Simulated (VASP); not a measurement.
Runs of VASP 6.6.1 on BiTe. The structure is that of space group Fm-3m (No. 225), or close to it. The cells are those of the table. 

| cell | gap on the mesh (eV) | pressure (GPa) |
| --- | --- | --- |
| a = 4.605 Å, angles 60.0°, 2 atoms | none | -2.5 |
| a = 4.513 Å, angles 60.0°, 2 atoms | none | (b) |
| a = 4.544 Å, angles 60.0°, 2 atoms | none | -0.6 |
| a = 4.635 Å, angles 60.0°, 2 atoms | none | (a) |
| a = 4.482 Å, angles 60.0°, 2 atoms | none | 1.7 |
| a = 4.665 Å, angles 60.0°, 2 atoms | none | -4.0 |

Alike in all rows: task single point; level PBEsol; potentials or basis VASP PAW PBE potentials, release 64 (Bi_d, Te); no spin polarisation; k mesh 6 × 6 × 6; cutoff (eV) 520; smearing fermi-dirac 0.1 eV.

Fill in the values left out.

(a) -3.3; (b) 0.5.

Caveats: the PAW data sets were made with another functional, which shifts forces and pressure a little; spin-orbit coupling is left out, which moves the levels of the heavy elements.

A k mesh can miss the band edges, and the runs leave out spin-orbit coupling on Bi, Te.

A gap of «none» marks levels without a gap at the run's occupations.
